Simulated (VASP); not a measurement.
# Cu: relaxation of cell and atoms with PBEsol

The system is Cu.

```xyz
1
Lattice="-1.4428 1.4428 1.3761 1.4428 -1.4428 1.3761 1.4428 1.4428 -1.3761" Properties=species:S:1:pos:R:3 pbc="T T T"
Cu    0.0000    0.0000    0.0000
```

```json
{
  "Program": "VASP 6.6.1",
  "Task": "relaxation of cell and atoms",
  "Functional": "PBEsol",
  "Potentials or basis": "VASP PAW PBE potentials, release 64 (Cu)",
  "Cutoff": "600 eV",
  "k mesh": "13 × 13 × 13",
  "Occupations": "fermi-dirac, width 0.05 eV",
  "Spin": "no spin polarisation",
  "Target pressure": "20 GPa",
  "Dipole correction": "no",
  "Further INCAR settings": "ALGO = Normal; EDIFF = 1e-07; IBRION = 2; EDIFFG = -0.005; NSW = 80; ISIF = 3"
}
```

| Property | Result |
| --- | --- |
| Relaxed volume | 10.35 Å³/atom |
| Relaxed cell | a = 2.378 Å, b = 2.378 Å, c = 2.378 Å, α = 109.02°, β = 109.02°, γ = 110.38° |
| Space group after relaxing (to 0.05 Å) | I4/mmm (No. 139) |
| Energy change on relaxing (the enthalpy is what falls) | +60.1 meV/atom |
| Ionic steps | 17 |
| Pressure after relaxing | 20.0 GPa |

Stress tensor (GPa, compression positive):
```
19.97  0.00  0.00
 0.00 19.97  0.00
 0.00  0.00 20.05
```

The path:
| step | energy change (eV) | largest force (eV/Å) | pressure (GPa) | volume (Å³) |
| --- | --- | --- | --- | --- |
| 1 | 0.0000 | 0.0000 | -0.60 | 11.46 |
| 2 | 0.3387 | 0.0000 | 60.49 | 9.18 |
| 3 | 0.0564 | 0.0000 | 19.34 | 10.39 |
| 4 | 0.0591 | 0.0000 | 19.84 | 10.36 |
| 5 | 0.0618 | 0.0000 | 20.37 | 10.34 |
| 6 | 0.0577 | 0.0000 | 19.60 | 10.37 |
| 7 | 0.0575 | 0.0000 | 19.56 | 10.38 |
| 8 | 0.0579 | 0.0000 | 19.62 | 10.37 |
| 9 | 0.0591 | 0.0000 | 19.86 | 10.36 |
| 10 | 0.0619 | 0.0000 | 20.35 | 10.34 |
| 11 | 0.0573 | 0.0000 | 19.44 | 10.37 |
| 12 | 0.0597 | 0.0000 | 19.93 | 10.35 |
| 13 | 0.0596 | 0.0000 | 19.90 | 10.35 |
| 14 | 0.0597 | 0.0000 | 19.90 | 10.35 |
| 15 | 0.0611 | 0.0000 | 20.17 | 10.34 |
| 16 | 0.0602 | 0.0000 | 20.03 | 10.35 |
| 17 | 0.0601 | 0.0000 | 20.00 | 10.35 |

Final structure:
```cif
data_structure
_symmetry_space_group_name_H-M 'P 1'
_symmetry_Int_Tables_number 1
_cell_length_a 2.3781
_cell_length_b 2.3781
_cell_length_c 2.3781
_cell_angle_alpha 109.017
_cell_angle_beta 109.017
_cell_angle_gamma 110.384
_cell_volume 10.35
loop_
_atom_site_label
_atom_site_type_symbol
_atom_site_fract_x
_atom_site_fract_y
_atom_site_fract_z
_atom_site_occupancy
Cu1 Cu 0.00000 0.00000 0.00000 1
```

Levels at points of the mesh, in eV from the Fermi level:
| k point | band 3 | band 4 | band 5 | band 6 | band 7 | band 8 | band 9 |
| --- | --- | --- | --- | --- | --- | --- | --- |
| (0.00, 0.00, 0.00) | -3.47 | -3.47 | -2.31 | -2.22 | 26.22 | 26.22 | 26.65 |

Run time: 99 s on 1 thread of Intel(R) Xeon(R) Platinum 8488C (Sapphire Rapids) (shared host), peak memory 0.16 GiB.

Caveat: the cell is relaxed towards a set pressure, so the enthalpy falls and the energy may rise; the PAW data sets were made with another functional, which shifts forces and pressure a little.
